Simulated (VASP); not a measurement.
# ZnS (P1) in VASP: further runs

Runs on ZnS. Level: r2SCAN. Tasks: single point.

Program: VASP 6.6.1. These are calculated values, not measurements. Logs are shortened: lines on timing, memory, paths and dates and some standing lists are left out, and cuts for length are marked.

**1. The cell of the first run**

The typed cell holds 8 atoms: a = 5.308 Å, b = 5.476 Å, c = 5.428 Å, α = 88.09°, β = 92.18°, γ = 91.74°.

**2. Single point, r2SCAN (atoms moved at random and the cell strained at random)**

Input file POSCAR:

```
ZnS
1.0
    5.3067423866      0.0809886742      0.1015779871
   -0.0809886742     -5.4742937994     -0.0902058946
   -0.1015779871     -0.0902058946     -5.4259311724
Zn S
4 4
Direct
    0.0520416413      0.5315295216      0.5339515352
    0.5218225463      0.0290476322      0.4674560608
    0.4690981762      0.5308973587     -0.0135325991
    0.0118347130      0.0202333072     -0.0156318731
    0.7441774681      0.6746126388      0.7385886813
    0.2335128885      0.2116151510      0.7320539335
    0.2107097103      0.7900206790      0.2564085629
    0.7568028563      0.2120437116      0.3007056984
```

Input file INCAR.step1:

```
SYSTEM = ZnS
ALGO = Normal
EDIFF = 1E-4
ENCUT = 520
GGA = PE
ISMEAR = 0
LASPH = .True.
LCHARG = .False.
LREAL = .False.
LWAVE = .True.
NBANDS = 46
NELM = 100
PREC = Accurate
SIGMA = 0.05
```

Input file INCAR.step2:

```
SYSTEM = ZnS
ALGO = Normal
EDIFF = 1E-6
ENCUT = 520
ISIF = 2
ISMEAR = 0
ISTART = 1
LASPH = .True.
LCHARG = .False.
LMIXTAU = .True.
LREAL = .False.
LWAVE = .False.
METAGGA = R2SCAN
NBANDS = 46
NELM = 100
PREC = Accurate
SIGMA = 0.05
```

Input file KPOINTS:

```
k-points
0
Gamma
  4 4 4
  0 0 0
```

Potentials or basis: VASP PAW PBE potentials, release 64 (Zn, S).

Started as:

```
> cat potpaw_PBE.64/Zn/POTCAR potpaw_PBE.64/S/POTCAR > POTCAR
> cp INCAR.step1 INCAR
> mpirun -np 1 vasp_std > vasp.out
> cp INCAR.step2 INCAR
> mpirun -np 1 vasp_std > vasp.out
```

OUTCAR:

```text
SYSTEM = ZnS
   EDIFF = 1E-6
   ENCUT = 520
   ISIF = 2
   ISMEAR = 0
   ISTART = 1
   LASPH = .True.
   LREAL = .False.
   METAGGA = R2SCAN
   NELM = 100
   PREC = Accurate

 ion  position               nearest neighbor table
   1  0.052  0.532  0.534-   5 2.19   7 2.21   6 2.25   8 2.64
   2  0.522  0.029  0.467-   8 1.82   7 2.36   6 2.40   5 2.67
   3  0.469  0.531  0.986-   5 2.14   6 2.53   7 2.54   8 2.84
   4  0.012  0.020  0.984-   6 2.08   7 2.17   8 2.50   5 2.69
   5  0.744  0.675  0.739-   3 2.14   1 2.19   2 2.67   4 2.69
   6  0.234  0.212  0.732-   4 2.08   1 2.25   2 2.40   3 2.53
   7  0.211  0.790  0.256-   4 2.17   1 2.21   2 2.36   3 2.54
   8  0.757  0.212  0.301-   2 1.82   4 2.50   1 2.64   3 2.84

  LATTYP: Found a triclinic cell.
 ALAT       =     5.4276315533
 B/A-ratio  =     1.3718646710
 C/A-ratio  =     1.0088444433
 COS(alpha) =     0.0026780122
 COS(beta)  =     0.0333613753
 COS(gamma) =     0.7017782283

  Lattice vectors:

 A1 = (  -0.1015779871,  -0.0902058946,  -5.4259311724)
 A2 = (   5.2051643995,  -0.0092172204,  -5.3243531853)
 A3 = (  -0.0809886742,  -5.4742937994,  -0.0902058946)

Analysis of symmetry for initial positions (statically):
=====================================================================
 Subroutine PRICEL returns:
 Original cell was already a primitive cell.

 Routine SETGRP: Setting up the symmetry group for a
 triclinic supercell.

 Subroutine GETGRP returns: Found  1 space group operations
 (whereof  1 operations were pure point group operations)
 out of a pool of  2 trial point group operations.

The static configuration has the point symmetry C_1 .

Analysis of symmetry for dynamics (positions and initial velocities):
=====================================================================
 Subroutine PRICEL returns:
 Original cell was already a primitive cell.

 Routine SETGRP: Setting up the symmetry group for a
 triclinic supercell.

 Subroutine GETGRP returns: Found  1 space group operations
 (whereof  1 operations were pure point group operations)
 out of a pool of  2 trial point group operations.

The dynamic configuration has the point symmetry C_1 .

 Subroutine INISYM returns: Found  1 space group operations
 (whereof  1 operations are pure point group operations),
 and found     1 'primitive' translations

----------------------------------------------------------------------------------------

                                     Primitive cell

  volume of cell :     157.4931

  direct lattice vectors                    reciprocal lattice vectors
     5.306742387  0.080988674  0.101577987     0.188547912 -0.002732030 -0.003484355
    -0.080988674 -5.474293799 -0.090205895     0.002732030 -0.182761607  0.002987259
    -0.101577987 -0.090205895 -5.425931172     0.003484355  0.002987259 -0.184415056

  length of vectors
     5.308332319  5.475635933  5.427631553     0.188599894  0.182806435  0.184472159

  position of ions in fractional coordinates (direct lattice)
     0.052041641  0.531529522  0.533951535
     0.521822546  0.029047632  0.467456061
     0.469098176  0.530897359  0.986467401
     0.011834713  0.020233307  0.984368127
     0.744177468  0.674612639  0.738588681
     0.233512889  0.211615151  0.732053933
     0.210709710  0.790020679  0.256408563
     0.756802856  0.212043712  0.300705698

  ion indices of the primitive-cell ions
   primitive index   ion index
                 1           1
                 2           2
                 3           3
                 4           4
                 5           5
                 6           6
                 7           7
                 8           8

----------------------------------------------------------------------------------------

 KPOINTS: k-points

Automatic generation of k-mesh.
 Grid dimensions read from file:
 generate k-points for:    4    4    4

 Generating k-lattice:

  Cartesian coordinates                     Fractional coordinates (reciprocal lattice)
     0.047136978 -0.000683008 -0.000871089     0.250000000  0.000000000  0.000000000
     0.000683008 -0.045690402  0.000746815    -0.000000000  0.250000000  0.000000000
     0.000871089  0.000746815 -0.046103764     0.000000000  0.000000000  0.250000000

  Length of vectors
     0.047149973  0.045701609  0.046118040

  Shift w.r.t. Gamma in fractional coordinates (k-lattice)
     0.000000000  0.000000000  0.000000000

 Subroutine IBZKPT returns following result:
 ===========================================

 Found     36 irreducible k-points:

 Following reciprocal coordinates:
            Coordinates               Weight
  0.000000  0.000000  0.000000      1.000000
  0.250000 -0.000000 -0.000000      2.000000
  0.500000 -0.000000 -0.000000      1.000000
 -0.000000  0.250000  0.000000      2.000000
  0.250000  0.250000 -0.000000      2.000000
  0.500000  0.250000 -0.000000      2.000000
[... 16 lines left out ...]
  0.000000 -0.250000  0.250000      2.000000
  0.250000 -0.250000  0.250000      2.000000
 [... further k-points ...]
   k-points           NKPTS =     36   k-points in BZ     NKDIM =     36   number of bands    NBANDS=     46
   number of dos      NEDOS =    301   number of ions     NIONS =      8
   total plane-waves  NPLWV =  67200
   dimension x,y,z NGX =    40 NGY =   42 NGZ =   40
   dimension x,y,z NGXF=    80 NGYF=   84 NGZF=   80
   ions per type =               4   4
   NGX,Y,Z   is equivalent  to a cutoff of  12.53, 12.75, 12.25 a.u.
   NGXF,Y,Z  is equivalent  to a cutoff of  25.05, 25.50, 24.50 a.u.
 SYSTEM =  ZnS
   PREC   = accura    normal or accurate (medium, high low for compatibility)
   ISTART =      1    job   : 0-new  1-cont  2-samecut
   ICHARG =      0    charge: 1-file 2-atom 10-const
   ISPIN  =      1    spin polarized calculation?
   LNONCOLLINEAR =      F non collinear calculations
   LSORBIT =      F    spin-orbit coupling
   LASPH  =      T    aspherical Exc in radial PAW
   ENCUT  =  520.0 eV  38.22 Ry    6.18 a.u.   9.87 10.18 10.09*2*pi/ulx,y,z
   NELM   =    100;   NELMIN=  2; NELMDL=  0     # of ELM steps
   EDIFF  = 0.1E-05   stopping-criterion for ELM
   LREAL  =      F    real-space projection
   EDIFFG = 0.1E-04   stopping-criterion for IOM
   NSW    =      0    number of steps for IOM
   IBRION =     -1    ionic relax: 0-MD 1-quasi-New 2-CG
   NFREE  =      0    steps in history (QN), initial steepest desc. (CG)
   ISIF   =      2    stress and relaxation
   ISYM   =      2    0-nonsym 1-usesym 2-fastsym
   POTIM  = 0.5000    time-step for ionic-motion
   TEBEG  =    0.0;   TEEND  =   0.0 temperature during run
   PSTRESS=    0.0 pullay stress
   NELECT =      72.0000    total number of electrons
   NUPDOWN=      -1.0000    fix difference up-down
   EMIN   =  10.00;   EMAX   =-10.00  energy-range for DOS
   EFERMI =   0.00;   METHOD = LEGACY
   ISMEAR =     0;   SIGMA  =   0.05  broadening in eV -4-tet -1-fermi 0-gaus
   EFERMI_NEDOS =   21; number of points for ismear=-14 and -15
   IALGO  =     38    algorithm
   IMIX   =      4    mixing-type and parameters
     AMIX     =   0.40;   BMIX     =  1.00
     AMIX_MAG =   1.60;   BMIX_MAG =  1.00
  volume/ion in A,a.u.               =      19.69       132.85
  Fermi-wavevector in a.u.,A,eV,Ry     =   1.261145  2.383219 21.639894  1.590487
  Thomas-Fermi vector in A             =   2.394619
   LORBIT       =      0    0 simple, 1 ext, 2 COOP (PROOUT), +10 PAW based schemes
   METAGGA = R2SCAN    functional components
   LHFCALC =     F    Hartree Fock is set to
   AEXX    =    0.0000 exact exchange contribution
   IVDW    =     0    specifies the selected vdW correction
   LEPSILON=     F    determine dielectric tensor
   LRPA    =     F    only Hartree local field effects (RPA)
 non-spin polarized calculation
 Gauss-broadening in eV      SIGMA  =   0.05
  energy-cutoff  :      520.00
  volume of cell :      157.49
 maximum number of plane-waves:      4266
   NGX = 19   NGY = 21   NGZ = 21

 number of electron      72.0000023 magnetization

 Free energy of the ion-electron system (eV)
  ---------------------------------------------------
  ext. energy  EPLUGINS =         0.00000000
  ---------------------------------------------------
  free energy    TOTEN  =       -71.59563860 eV

  energy without entropy =      -71.59563860  energy(sigma->0) =      -71.59563860

 E-fermi :   2.3325     XC(G=0): -10.2768

 val. band max:        2.0914913171   @ k =   0.0000   0.0000   0.0000
 cond. band min:       3.9866160386   @ k =   0.0000   0.0000   0.0000
 fundamental gap:      1.8951247215
 Fermi energy:         2.3325158679

 k-point     1 :       0.0000    0.0000    0.0000
  band No.  band energies     occupation
      1     -12.1458      2.00000
      2     -10.9831      2.00000
      3     -10.7370      2.00000
      4     -10.5264      2.00000
      5      -5.3186      2.00000
      6      -5.2369      2.00000
[... 38 lines left out ...]
     45       9.0666      0.00000
     46       9.6192      0.00000

 k-point     2 :       0.2500   -0.0000   -0.0000
  band No.  band energies     occupation
      1     -12.0015      2.00000
      2     -10.9820      2.00000
      3     -10.9186      2.00000
      4     -10.5356      2.00000
      5      -5.3379      2.00000
      6      -5.2052      2.00000
[... 38 lines left out ...]
     45       9.3512      0.00000
     46      10.1865      0.00000

 k-point     3 :       0.5000   -0.0000   -0.0000
  band No.  band energies     occupation
      1     -11.7739      2.00000
      2     -11.1975      2.00000
      3     -10.9772      2.00000
      4     -10.5331      2.00000
      5      -5.3567      2.00000
      6      -5.2103      2.00000
[... 38 lines left out ...]
     45      10.0438      0.00000
     46      10.2231      0.00000

 k-point     4 :      -0.0000    0.2500    0.0000
  band No.  band energies     occupation
      1     -12.0067      2.00000
      2     -11.1388      2.00000
      3     -10.7526      2.00000
      4     -10.5390      2.00000
      5      -5.3249      2.00000
      6      -5.2336      2.00000
[... 920 lines left out ...]
     45       9.4978      0.00000
     46       9.7574      0.00000

 k-point    23 :       0.0000   -0.2500    0.2500
  band No.  band energies     occupation
      1     -11.8543      2.00000
      2     -11.2353      2.00000
      3     -10.7835      2.00000
      4     -10.6019      2.00000
      5      -5.3673      2.00000
      6      -5.2625      2.00000
[... 38 lines left out ...]
     45       9.0060      0.00000
     46       9.7873      0.00000

 k-point    24 :       0.2500   -0.2500    0.2500
  band No.  band energies     occupation
      1     -11.7508      2.00000
      2     -11.2221      2.00000
      3     -10.8540      2.00000
      4     -10.6454      2.00000
      5      -5.3065      2.00000
      6      -5.2388      2.00000
[... 38 lines left out ...]
     45       9.4335      0.00000
     46      10.2354      0.00000

 [... further k-points ...]

------------------------ aborting loop because EDIFF is reached ----------------------------------------

  FORCE on cell =-STRESS in cart. coord.  units (eV):
  Direction    XX          YY          ZZ          XY          YZ          ZX
  --------------------------------------------------------------------------------------
  -------------------------------------------------------------------------------------
  Total       11.4800097      5.1659433      6.8515422     -7.8617932     -9.6135320      7.1839092
  in kB      116.7861050     52.5531257     69.7007183    -79.9779987    -97.7984321     73.0818875
  external PRESSURE =      79.6799830 kB  Pullay stress =       0.0000000 kB

 VOLUME and BASIS-vectors are now :
 -----------------------------------------------------------------------------
  energy-cutoff  :      520.00
  volume of cell :      157.49
      direct lattice vectors                 reciprocal lattice vectors
     5.306742387  0.080988674  0.101577987     0.188547912 -0.002732030 -0.003484355
    -0.080988674 -5.474293799 -0.090205895     0.002732030 -0.182761607  0.002987259
    -0.101577987 -0.090205895 -5.425931172     0.003484355  0.002987259 -0.184415056

 POSITION                                       TOTAL-FORCE (eV/Angst)
 -----------------------------------------------------------------------------------
      0.17889     -2.95370     -2.93985        -0.640884      1.037774      0.628093
      2.71934     -0.15892     -2.48600        -6.066358      5.263487     -4.755232
      2.34618     -2.95728     -5.35274        -0.635523      1.068569     -1.379385
     -0.03883     -0.19860     -5.34174        -2.733710      0.682472     -0.971969
      3.81950     -3.69938     -3.99279        -0.071257     -2.413859     -0.186345
      1.14769     -1.20557     -3.96744         2.036091     -1.521080      0.398158
      1.02815     -4.33087     -1.44112         1.911153      1.730510      0.198799
      3.96844     -1.12662     -1.57386         6.200489     -5.847872      6.067881
 -----------------------------------------------------------------------------------
    total drift:                               -0.019195     -0.025885     -0.006552

  FREE ENERGIE OF THE ION-ELECTRON SYSTEM (eV)
  ---------------------------------------------------
  free  energy   TOTEN  =       -71.5956386041 eV

  energy  without entropy=      -71.5956386041  energy(sigma->0) =      -71.59563860
```

It took 18 min on 1 thread of Oxide Virtual Turin-like, shared host; peak memory 0.35 GiB.

What came out:

* Free energy: -71.5956 eV
* Pressure: 8.0 GPa
* Largest force: 10.462 eV/Å
* Band gap on the k mesh: 1.90 eV

Forces in eV/Å, atoms in the order of the input:
```
Zn  -0.641  1.038  0.628
Zn  -6.066  5.263 -4.755
Zn  -0.636  1.069 -1.379
Zn  -2.734  0.682 -0.972
S   -0.071 -2.414 -0.186
S    2.036 -1.521  0.398
S    1.911  1.731  0.199
S    6.200 -5.848  6.068
```

Levels at points of the mesh, in eV from the valence-band top:
| k point | band 34 | band 35 | band 36 | band 37 | band 38 | band 39 |
| --- | --- | --- | --- | --- | --- | --- |
| (0.00, 0.00, 0.00) | -0.70 | -0.06 | 0.00 | 1.90 | 2.72 | 3.09 |
| (0.50, 0.00, 0.00) | -1.75 | -0.99 | -0.67 | 3.75 | 3.98 | 4.51 |
| (0.00, 0.50, 0.00) | -1.43 | -1.15 | -0.76 | 3.50 | 3.98 | 4.52 |
| (0.50, 0.50, 0.00) | -0.90 | -0.78 | -0.56 | 4.01 | 4.70 | 4.79 |
| (0.00, 0.00, 0.50) | -1.28 | -0.96 | -0.89 | 3.57 | 4.07 | 4.56 |
| (0.50, 0.00, 0.50) | -1.30 | -0.60 | -0.31 | 3.94 | 4.36 | 5.04 |
| (0.00, 0.50, 0.50) | -1.52 | -0.50 | -0.46 | 3.67 | 4.27 | 4.65 |
| (0.50, 0.50, 0.50) | -0.66 | -0.32 | -0.13 | 2.74 | 3.42 | 3.84 |

Caveat: the cell differs from its parent crystal (atoms moved at random and the cell strained at random); the stress differs along the axes, from 5 to 12 GPa; the PAW data sets were made with another functional, which shifts forces and pressure a little.

**3. Single point, r2SCAN (atoms moved at random)**

Input file POSCAR:

```
ZnS
1.0
    5.4093000000      0.0000000000      0.0000000000
    0.0000000000     -5.4093000000      0.0000000000
    0.0000000000      0.0000000000     -5.4093000000
Zn S
4 4
Direct
   -0.0235922484      0.5113782637      0.5480690199
    0.4994894207     -0.0048514185      0.4828351640
    0.5276133233      0.4916188268     -0.0107460999
   -0.0168384391     -0.0119993889      0.0155522977
    0.7682276354      0.7989395638      0.7814299306
    0.2483946214      0.2238981265      0.7458777967
    0.2053486614      0.7296921477      0.1839744860
    0.7913570253      0.2613238789      0.2530074050
```

Input file INCAR.step1:

```
ALGO = Normal
EDIFF = 1E-4
ENCUT = 520
GGA = PE
ISMEAR = 0
LASPH = True
LCHARG = False
LREAL = False
LWAVE = True
NBANDS = 46
NELM = 60
PREC = Accurate
SIGMA = 0.05
```

Input file INCAR.step2:

```
ALGO = Normal
EDIFF = 1E-6
ENCUT = 520
ISIF = 2
ISMEAR = 0
ISTART = 1
LASPH = True
LCHARG = False
LMIXTAU = True
LREAL = False
LWAVE = False
METAGGA = R2SCAN
NBANDS = 46
NELM = 60
PREC = Accurate
SIGMA = 0.05
```

Input file KPOINTS:

```
k-points
0
Gamma
  4 4 4
```

Potentials or basis: VASP PAW PBE potentials, release 64 (Zn, S).

Started as:

```
> cat potpaw_PBE.64/Zn/POTCAR potpaw_PBE.64/S/POTCAR > POTCAR
> cp INCAR.step1 INCAR
> mpirun -np 1 vasp_std > vasp.out
> cp INCAR.step2 INCAR
> mpirun -np 1 vasp_std > vasp.out
```

It took 14 min on 1 thread of Oxide Virtual Turin-like, shared host; peak memory 0.34 GiB.

It converged, with:

- Free energy: -73.2831 eV
- Pressure: 2.6 GPa
- Largest force: 5.760 eV/Å
- Band gap on the k mesh: 2.16 eV

Forces in eV/Å, atoms in the order of the input:
```
Zn   0.979  0.050  0.504
Zn  -0.255 -0.004  0.463
Zn  -0.624  0.052 -0.056
Zn   1.563 -3.403 -0.818
S   -3.392  2.908  3.634
S    0.467 -1.094  0.125
S    3.131  1.737 -3.282
S   -1.870 -0.246 -0.570
```

Stress tensor (GPa, compression positive):
```
 2.46  1.01 -3.77
 1.01  3.02  1.24
-3.77  1.24  2.30
```

Levels at points of the mesh, in eV from the valence-band top:
| k point | band 33 | band 34 | band 35 | band 36 | band 37 | band 38 | band 39 | band 40 |
| --- | --- | --- | --- | --- | --- | --- | --- | --- |
| (0.00, 0.00, 0.00) | -1.98 | -0.37 | -0.08 | 0.00 | 2.16 | 2.93 | 3.58 | 3.72 |
| (0.50, 0.00, 0.00) | -1.82 | -1.55 | -0.87 | -0.80 | 3.83 | 4.32 | 4.55 | 4.69 |
| (0.00, 0.50, 0.00) | -1.39 | -1.20 | -0.97 | -0.96 | 3.76 | 4.31 | 4.70 | 4.92 |
| (0.00, 0.00, 0.50) | -1.65 | -1.48 | -1.02 | -0.75 | 4.11 | 4.25 | 4.41 | 4.67 |
| (0.50, 0.50, 0.00) | -1.28 | -1.14 | -0.91 | -0.46 | 4.17 | 4.35 | 4.77 | 5.17 |
| (0.00, 0.50, 0.50) | -1.51 | -1.27 | -0.64 | -0.55 | 4.15 | 4.45 | 4.98 | 5.25 |
| (0.50, 0.00, 0.50) | -1.18 | -1.06 | -0.76 | -0.55 | 3.79 | 4.79 | 5.02 | 5.36 |
| (0.50, 0.50, 0.50) | -0.92 | -0.75 | -0.52 | -0.49 | 3.03 | 3.40 | 3.44 | 3.91 |

Caveat: the cell differs from its parent crystal (atoms moved at random); the PAW data sets were made with another functional, which shifts forces and pressure a little.
